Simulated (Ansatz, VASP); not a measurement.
**TiAl: VASP beside Ansatz**

```
CELL_PARAMETERS angstrom
3.13610 0.00000 0.00000
0.00000 3.13610 0.00000
0.00000 0.00000 3.13610
ATOMIC_POSITIONS crystal
Ti 0.00000 0.00000 0.00000
Al 0.50000 0.50000 0.50000
```

Alike in both runs: task single point; functional r2SCAN; k mesh 8 × 8 × 8; occupations fermi-dirac, width 0.05 eV; no spin polarisation.

```csv
,VASP,Ansatz
version,VASP 6.6.1,Ansatz 0.2.0
potentials or method,"VASP PAW PBE potentials, release 64 (Ti_sv, Al)",Ansatz PAW
plane-wave cutoff (eV),520,500
valence electrons in the cell,15,15
```

Ansatz gave:

```
gap on the k mesh at the Fermi level (eV) : none
pressure (GPa)                            : 4.5
```

**Question.** Which values does VASP return?

**Answer.** gap on the k mesh at the Fermi level (eV): none; pressure (GPa): 4.7.

VASP's potentials were made for PBE, not for r2SCAN. A gap of «none» marks a metal or a gap that the smearing closes. The functional is the same, so the differences come from potentials, cutoffs and numerics.
